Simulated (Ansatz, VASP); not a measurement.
Two plane-wave programs on BeTe

```
Te Be
1.0
     0.00000    2.77000    2.77000
     2.77000    0.00000    2.77000
     2.77000    2.77000    0.00000
Te Be
1 1
Direct
  0.75000 0.75000 0.75000
  0.00000 0.00000 0.00000
```

Alike in both runs: task single point; functional PBE; k mesh 8 × 8 × 8; occupations gaussian, width 0.026 eV; no spin polarisation.

|  | VASP | Ansatz |
| --- | --- | --- |
| version | VASP 6.6.1 | Ansatz 0.2.0 |
| potentials or method | VASP PAW PBE potentials, release 64 (Te, Be) | Ansatz PAW |
| plane-wave cutoff (eV) | 520 | 420 |
| valence electrons in the cell | 8 | 18 |

|  | VASP | Ansatz | Ansatz less VASP |
| --- | --- | --- | --- |
| gap on the k mesh at the Fermi level (eV) | 1.85 | 1.86 | +0.016 |
| least direct gap on the mesh (eV) | 3.56 | 3.59 | +0.022 |
| pressure (GPa) | 4.5 | 4.3 | -0.18 |

VASP's potentials hold 8 valence electrons a cell and Ansatz's 18, so a difference there can come from the potentials and not from the codes.

Spin-orbit coupling is off throughout.
